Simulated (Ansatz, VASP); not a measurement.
One calculation of PbS, two programs

```
Pb S
1.0
     3.67368    0.00000    0.00000
     0.00000    3.67368    0.00000
     0.00000    0.00000    3.67368
Pb S
1 1
Direct
  0.00000 0.00000 0.00000
  0.50000 0.50000 0.50000
```

Alike in both runs: task single point; functional PBEsol; k mesh 6 × 6 × 6; occupations gaussian, width 0.05 eV; no spin polarisation.

```csv
,VASP,Ansatz
version,VASP 6.6.1,Ansatz 0.2.0
potentials or method,"VASP PAW PBE potentials, release 64 (Pb_d, S), cutoff 500 eV","scalar-relativistic, plane waves, PAW"
valence electrons in the cell,20,20
```

|  | VASP | Ansatz | Ansatz less VASP |
| --- | --- | --- | --- |
| gap on the k mesh at the Fermi level (eV) | none | none | - |
| pressure (GPa) | -4.1 | -4.1 | +0.04 |

VASP's potentials were made for PBE, not for PBEsol. A gap of «none» marks a metal or a gap that the smearing closes. With one functional, cell and mesh, what is left measures potentials, basis and numerics.

Spin-orbit coupling is off throughout.
